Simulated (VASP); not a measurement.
# TiNi (P4/mmm) in VASP: notebook

Runs on TiNi. Level: PBEsol. Tasks: single point.

Everything below comes from runs of VASP 6.6.1. Logs are shortened: lines on timing, memory, paths and dates and some standing lists are left out, and cuts for length are marked.

### 1 The cell of the first run

It takes space group P4/mmm (No. 123, tetragonal). The conventional cell has a = 2.736 Å, b = 2.736 Å, c = 3.581 Å, α = 90.00°, β = 90.00°, γ = 90.00°. Within 3.6 Å of Ti (site symmetry 4/mmm) lie 8 Ni at 2.64 Å and 6 Ti at 2.74 to 3.58 Å. Within 3.6 Å of Ni (site symmetry 4/mmm) lie 8 Ti at 2.64 Å and 6 Ni at 2.74 to 3.58 Å.

### 2 Single point, PBEsol

File INCAR:

```
PREC = Accurate ; ENCUT = 520
EDIFF = 1E-6 ; ISMEAR = 0
SIGMA = 0.15 ; LREAL = False
LASPH = True ; NELM = 100
ALGO = Fast ; ISIF = 2
LWAVE = False ; LCHARG = False
GGA = PS ; NBANDS = 18
```

File KPOINTS:

```
Automatic mesh
0
Gamma
  18 18 14
```

File POSCAR:

```
TiNi
1.0
    2.7358030000      0.0000000000      0.0000000000
    0.0000000000      2.7358030000      0.0000000000
    0.0000000000      0.0000000000      3.5814100000
Ti Ni
1 1
Direct
    0.5000000000      0.5000000000      0.5000000000
    0.0000000000      0.0000000000      0.0000000000
```

Potentials or basis: VASP PAW PBE potentials, release 64 (Ti_sv, Ni).

On the command line:

```bash
cat potpaw_PBE.64/Ti_sv/POTCAR potpaw_PBE.64/Ni/POTCAR > POTCAR
mpirun -np 1 vasp_std > vasp.out
```

OUTCAR:

```text
PREC = Accurate
   ENCUT = 520
   EDIFF = 1E-6
   ISMEAR = 0
   LREAL = False
   LASPH = True
   NELM = 100
   ISIF = 2
   GGA = PS

 ion  position               nearest neighbor table
   1  0.500  0.500  0.500-   2 2.64   2 2.64   2 2.64   2 2.64   2 2.64   2 2.64   2 2.64   2 2.64

   2  0.000  0.000  0.000-   1 2.64   1 2.64   1 2.64   1 2.64   1 2.64   1 2.64   1 2.64   1 2.64

  LATTYP: Found a simple tetragonal cell.
 ALAT       =     2.7358030000
 C/A-ratio  =     1.3090891413

  Lattice vectors:

 A1 = (   2.7358030000,   0.0000000000,   0.0000000000)
 A2 = (   0.0000000000,   2.7358030000,   0.0000000000)
 A3 = (   0.0000000000,   0.0000000000,   3.5814100000)

Analysis of symmetry for initial positions (statically):
=====================================================================
 Subroutine PRICEL returns:
 Original cell was already a primitive cell.

 Routine SETGRP: Setting up the symmetry group for a
 simple tetragonal supercell.

 Subroutine GETGRP returns: Found 16 space group operations
 (whereof 16 operations were pure point group operations)
 out of a pool of 16 trial point group operations.

The static configuration has the point symmetry D_4h.

Analysis of symmetry for dynamics (positions and initial velocities):
=====================================================================
 Subroutine PRICEL returns:
 Original cell was already a primitive cell.

 Routine SETGRP: Setting up the symmetry group for a
 simple tetragonal supercell.

 Subroutine GETGRP returns: Found 16 space group operations
 (whereof 16 operations were pure point group operations)
 out of a pool of 16 trial point group operations.

The dynamic configuration has the point symmetry D_4h.

 Subroutine INISYM returns: Found 16 space group operations
 (whereof 16 operations are pure point group operations),
 and found     1 'primitive' translations

----------------------------------------------------------------------------------------

                                     Primitive cell

  volume of cell :      26.8055

  direct lattice vectors                    reciprocal lattice vectors
     2.735803000  0.000000000  0.000000000     0.365523395  0.000000000  0.000000000
     0.000000000  2.735803000  0.000000000     0.000000000  0.365523395  0.000000000
     0.000000000  0.000000000  3.581410000     0.000000000  0.000000000  0.279219637

  length of vectors
     2.735803000  2.735803000  3.581410000     0.365523395  0.365523395  0.279219637

  position of ions in fractional coordinates (direct lattice)
     0.500000000  0.500000000  0.500000000
     0.000000000  0.000000000  0.000000000

  ion indices of the primitive-cell ions
   primitive index   ion index
                 1           1
                 2           2

----------------------------------------------------------------------------------------

 KPOINTS: Automatic mesh

Automatic generation of k-mesh.
 Grid dimensions read from file:
 generate k-points for:   18   18   14

 Generating k-lattice:

  Cartesian coordinates                     Fractional coordinates (reciprocal lattice)
     0.020306855  0.000000000  0.000000000     0.055555556  0.000000000  0.000000000
     0.000000000  0.020306855  0.000000000     0.000000000  0.055555556  0.000000000
     0.000000000  0.000000000  0.019944260     0.000000000  0.000000000  0.071428571

  Length of vectors
     0.020306855  0.020306855  0.019944260

  Shift w.r.t. Gamma in fractional coordinates (k-lattice)
     0.000000000  0.000000000  0.000000000

 Subroutine IBZKPT returns following result:
 ===========================================

 Found    440 irreducible k-points:

 Following reciprocal coordinates:
            Coordinates               Weight
  0.000000  0.000000  0.000000      1.000000
  0.055556  0.000000  0.000000      4.000000
  0.111111  0.000000  0.000000      4.000000
  0.166667  0.000000  0.000000      4.000000
  0.222222  0.000000  0.000000      4.000000
  0.277778  0.000000  0.000000      4.000000
[... 16 lines left out ...]
  0.277778  0.111111  0.000000      8.000000
  0.333333  0.111111  0.000000      8.000000
 [... further k-points ...]
   k-points           NKPTS =    440   k-points in BZ     NKDIM =    440   number of bands    NBANDS=     18
   number of dos      NEDOS =    301   number of ions     NIONS =      2
   total plane-waves  NPLWV =  11200
   dimension x,y,z NGX =    20 NGY =   20 NGZ =   28
   dimension x,y,z NGXF=    40 NGYF=   40 NGZF=   56
   ions per type =               1   1
   NGX,Y,Z   is equivalent  to a cutoff of  12.15, 12.15, 13.00 a.u.
   NGXF,Y,Z  is equivalent  to a cutoff of  24.31, 24.31, 25.99 a.u.
 SYSTEM =  unknown system
   PREC   = accura    normal or accurate (medium, high low for compatibility)
   ISTART =      0    job   : 0-new  1-cont  2-samecut
   ICHARG =      2    charge: 1-file 2-atom 10-const
   ISPIN  =      1    spin polarized calculation?
   LNONCOLLINEAR =      F non collinear calculations
   LSORBIT =      F    spin-orbit coupling
   LASPH  =      T    aspherical Exc in radial PAW
   ENCUT  =  520.0 eV  38.22 Ry    6.18 a.u.   5.09  5.09  6.66*2*pi/ulx,y,z
   NELM   =    100;   NELMIN=  2; NELMDL= -5     # of ELM steps
   EDIFF  = 0.1E-05   stopping-criterion for ELM
   LREAL  =      F    real-space projection
[... 7 lines left out ...]
   TEBEG  =    0.0;   TEEND  =   0.0 temperature during run
   PSTRESS=    0.0 pullay stress
   NELECT =      22.0000    total number of electrons
   NUPDOWN=      -1.0000    fix difference up-down
   EMIN   =  10.00;   EMAX   =-10.00  energy-range for DOS
   EFERMI =   0.00;   METHOD = LEGACY
   ISMEAR =     0;   SIGMA  =   0.15  broadening in eV -4-tet -1-fermi 0-gaus
   EFERMI_NEDOS =   21; number of points for ismear=-14 and -15
   IALGO  =     68    algorithm
   IMIX   =      4    mixing-type and parameters
     AMIX     =   0.40;   BMIX     =  1.00
     AMIX_MAG =   1.60;   BMIX_MAG =  1.00
  volume/ion in A,a.u.               =      13.40        90.45
  Fermi-wavevector in a.u.,A,eV,Ry     =   1.532761  2.896499 31.964941  2.349357
  Thomas-Fermi vector in A             =   2.639922
   LORBIT       =      0    0 simple, 1 ext, 2 COOP (PROOUT), +10 PAW based schemes
   GGA     = PS    functional components
   LHFCALC =     F    Hartree Fock is set to
   AEXX    =    0.0000 exact exchange contribution
   IVDW    =     0    specifies the selected vdW correction
   LEPSILON=     F    determine dielectric tensor
   LRPA    =     F    only Hartree local field effects (RPA)
 non-spin polarized calculation
 RMM-DIIS sequential band-by-band and
 Gauss-broadening in eV      SIGMA  =   0.15
  energy-cutoff  :      520.00
  volume of cell :       26.81
 maximum number of plane-waves:       740
   NGX = 11   NGY = 11   NGZ = 13

 number of electron      22.0000032 magnetization

 Free energy of the ion-electron system (eV)
  ---------------------------------------------------
  ext. energy  EPLUGINS =         0.00000000
  ---------------------------------------------------
  free energy    TOTEN  =       -15.16097734 eV

  energy without entropy =      -15.13209119  energy(sigma->0) =      -15.14653427

 E-fermi :   9.1942     XC(G=0): -12.6288

 val. band max:        9.1925630396   @ k =   0.5000   0.1667   0.1429
 cond. band min:       9.1980389419   @ k =   0.3333   0.2222   0.2143
 fundamental gap:      0.0054759023
 Fermi energy:         9.1942158354

 k-point     1 :       0.0000    0.0000    0.0000
  band No.  band energies     occupation
      1     -47.4302      2.00000
      2     -23.7777      2.00000
      3     -23.4305      2.00000
      4     -23.4305      2.00000
      5       1.5792      2.00000
      6       5.3066      2.00000
[... 10 lines left out ...]
     17      21.2726      0.00000
     18      21.2741      0.00000

 k-point     2 :       0.0556    0.0000    0.0000
  band No.  band energies     occupation
      1     -47.4276      2.00000
      2     -23.7756      2.00000
      3     -23.4504      2.00000
      4     -23.4288      2.00000
      5       1.6513      2.00000
      6       5.3451      2.00000
[... 10 lines left out ...]
     17      20.7781      0.00000
     18      21.4065      0.00000

 k-point     3 :       0.1111    0.0000    0.0000
  band No.  band energies     occupation
      1     -47.4203      2.00000
      2     -23.7696      2.00000
      3     -23.5075      2.00000
      4     -23.4240      2.00000
      5       1.8649      2.00000
      6       5.4556      2.00000
[... 10 lines left out ...]
     17      19.6391      0.00000
     18      21.7854      0.00000

 k-point     4 :       0.1667    0.0000    0.0000
  band No.  band energies     occupation
      1     -47.4091      2.00000
      2     -23.7603      2.00000
      3     -23.5943      2.00000
      4     -23.4166      2.00000
      5       2.2120      2.00000
      6       5.6251      2.00000
[... 10 lines left out ...]
     17      18.2987      0.00000
     18      20.9279      0.00000

 k-point     5 :       0.2222    0.0000    0.0000
  band No.  band energies     occupation
      1     -47.3953      2.00000
      2     -23.7488      2.00000
      3     -23.6995      2.00000
      4     -23.4074      2.00000
      5       2.6795      2.00000
      6       5.8349      2.00000
[... 10 lines left out ...]
     17      16.9962      0.00000
     18      20.8622      0.00000

 k-point     6 :       0.2778    0.0000    0.0000
  band No.  band energies     occupation
      1     -47.3806      2.00000
      2     -23.8101      2.00000
      3     -23.7366      2.00000
      4     -23.3977      2.00000
      5       3.2486      2.00000
      6       6.0635      2.00000
[... 10 lines left out ...]
     17      17.2561      0.00000
     18      20.7920      0.00000

 k-point     7 :       0.3333    0.0000    0.0000
  band No.  band energies     occupation
      1     -47.3667      2.00000
      2     -23.9128      2.00000
      3     -23.7251      2.00000
      4     -23.3886      2.00000
      5       3.8928      2.00000
      6       6.2801      2.00000
[... 10 lines left out ...]
     17      18.3170      0.00000
     18      20.7332      0.00000

 k-point     8 :       0.3889    0.0000    0.0000
  band No.  band energies     occupation
      1     -47.3553      2.00000
      2     -23.9957      2.00000
      3     -23.7157      2.00000
      4     -23.3811      2.00000
      5       4.5704      2.00000
      6       6.3770      2.00000
[... 10 lines left out ...]
     17      19.4190      0.00000
     18      20.7028      0.00000
[... 229 lines left out ...]
     17      20.6536      0.00000
     18      21.6332      0.00000

 k-point    20 :       0.1111    0.1111    0.0000
  band No.  band energies     occupation
      1     -47.4106      2.00000
      2     -23.7614      2.00000
      3     -23.5052      2.00000
      4     -23.4956      2.00000
      5       2.1439      2.00000
      6       5.5879      2.00000
[... 10 lines left out ...]
     17      19.7842      0.00000
     18      20.3798      0.00000

 k-point    21 :       0.1667    0.1111    0.0000
  band No.  band energies     occupation
      1     -47.3994      2.00000
      2     -23.7520      2.00000
      3     -23.5869      2.00000
      4     -23.4919      2.00000
      5       2.4817      2.00000
      6       5.7353      2.00000
[... 10 lines left out ...]
     17      18.6172      0.00000
     18      20.6793      0.00000

 k-point    22 :       0.2222    0.1111    0.0000
  band No.  band energies     occupation
      1     -47.3857      2.00000
      2     -23.7405      2.00000
      3     -23.6912      2.00000
      4     -23.4821      2.00000
      5       2.9349      2.00000
      6       5.9142      2.00000
[... 10 lines left out ...]
     17      17.2991      0.00000
     18      21.2708      0.00000

 k-point    23 :       0.2778    0.1111    0.0000
  band No.  band energies     occupation
      1     -47.3710      2.00000
      2     -23.8009      2.00000
      3     -23.7282      2.00000
      4     -23.4715      2.00000
      5       3.4829      2.00000
      6       6.1063      2.00000
[... 10 lines left out ...]
     17      17.6221      0.00000
     18      20.8702      0.00000

 k-point    24 :       0.3333    0.1111    0.0000
  band No.  band energies     occupation
      1     -47.3572      2.00000
      2     -23.9027      2.00000
      3     -23.7167      2.00000
      4     -23.4616      2.00000
      5       4.0968      2.00000
      6       6.2881      2.00000
[... 10 lines left out ...]
     17      18.6146      0.00000
     18      20.8299      0.00000

 [... further k-points ...]

------------------------ aborting loop because EDIFF is reached ----------------------------------------

  FORCE on cell =-STRESS in cart. coord.  units (eV):
  Direction    XX          YY          ZZ          XY          YZ          ZX
  --------------------------------------------------------------------------------------
  -------------------------------------------------------------------------------------
  Total       -0.9396963     -0.9396963     -1.3103675      0.0000000      0.0000000     -0.0000000
  in kB      -56.1661210    -56.1661210    -78.3213250      0.0000000      0.0000000     -0.0000000
  external PRESSURE =     -63.5511890 kB  Pullay stress =       0.0000000 kB

 VOLUME and BASIS-vectors are now :
 -----------------------------------------------------------------------------
  energy-cutoff  :      520.00
  volume of cell :       26.81
      direct lattice vectors                 reciprocal lattice vectors
     2.735803000  0.000000000  0.000000000     0.365523395  0.000000000  0.000000000
     0.000000000  2.735803000  0.000000000     0.000000000  0.365523395  0.000000000
     0.000000000  0.000000000  3.581410000     0.000000000  0.000000000  0.279219637

 POSITION                                       TOTAL-FORCE (eV/Angst)
 -----------------------------------------------------------------------------------
      1.36790      1.36790      1.79070         0.000000      0.000000      0.000000
      0.00000      0.00000      0.00000         0.000000      0.000000      0.000000
 -----------------------------------------------------------------------------------
    total drift:                               -0.000000      0.000000      0.000000

  FREE ENERGIE OF THE ION-ELECTRON SYSTEM (eV)
  ---------------------------------------------------
  free  energy   TOTEN  =       -15.1609773444 eV

  energy  without entropy=      -15.1320911915  energy(sigma->0) =      -15.14653427
```

Wall time 1.9 min (1 thread of Intel Xeon 6975P-C (Granite Rapids), shared host); peak memory 0.31 GiB.

Results:

| Quantity | Value |
| --- | --- |
| Free energy | -15.1610 eV |
| Pressure | -6.4 GPa |
| Band gap on the k mesh | zero (bands 11 and 12 overlap by 3.19 eV) |

Caveat: the cell stands under tension; the PAW data sets were made with another functional, which shifts forces and pressure a little. Spin polarisation is off, so any magnetic state and its effect on volume and gap are missing.

### 3 Single point, PBEsol

File INCAR:

```
SYSTEM = TiNi
ALGO = Fast
EDIFF = 1E-6
ENCUT = 520
GGA = PS
ISIF = 2
ISMEAR = 0
LASPH = .True.
LCHARG = .False.
LREAL = .False.
LWAVE = .False.
NBANDS = 18
NELM = 80
PREC = Accurate
SIGMA = 0.15
```

File KPOINTS:

```
k-points
0
Gamma
  20 20 14
  0 0 0
```

POSCAR is that of step 2.

Potentials or basis: VASP PAW PBE potentials, release 64 (Ti_sv, Ni).

On the command line:

```bash
cat potpaw_PBE.64/Ti_sv/POTCAR potpaw_PBE.64/Ni/POTCAR > POTCAR
mpirun -np 1 vasp_std > vasp.out
```

Wall time 2.4 min (1 thread of Intel Xeon 6975P-C (Granite Rapids), shared host); peak memory 0.36 GiB.

The run converged. Its results:

```yaml
Free_energy: -15.1607 eV
Pressure: -6.3 GPa
Band_gap_on_the_k_mesh: zero (bands 11 and 12 overlap by 3.19 eV)
```

Stress tensor (GPa, compression positive):
```
-5.59  0.00  0.00
 0.00 -5.59  0.00
 0.00  0.00 -7.84
```

Levels at points of the mesh, in eV from the Fermi level:
| k point | band 8 | band 9 | band 10 | band 11 | band 12 | band 13 | band 14 | band 15 |
| --- | --- | --- | --- | --- | --- | --- | --- | --- |
| (0.00, 0.00, 0.00) | -1.85 | -1.85 | -1.20 | -0.29 | 0.65 | 2.93 | 2.93 | 3.38 |
| (0.50, 0.00, 0.00) | -2.43 | -1.69 | -1.48 | -0.74 | -0.39 | 0.40 | 1.57 | 2.65 |
| (0.50, 0.50, 0.00) | -3.26 | -0.74 | 0.09 | 2.14 | 2.14 | 2.19 | 2.19 | 2.39 |
| (0.00, 0.00, 0.50) | -1.63 | -1.61 | -1.61 | -1.14 | -1.04 | 1.78 | 1.94 | 1.94 |
| (0.50, 0.00, 0.50) | -1.92 | -1.88 | -0.27 | 0.02 | 0.19 | 0.62 | 2.31 | 2.95 |
| (0.50, 0.50, 0.50) | -2.52 | -1.45 | -1.45 | -1.45 | -0.74 | 2.74 | 4.34 | 7.08 |

Caveat: the cell stands under tension; the PAW data sets were made with another functional, which shifts forces and pressure a little. Spin polarisation is off, so any magnetic state and its effect on volume and gap are missing.
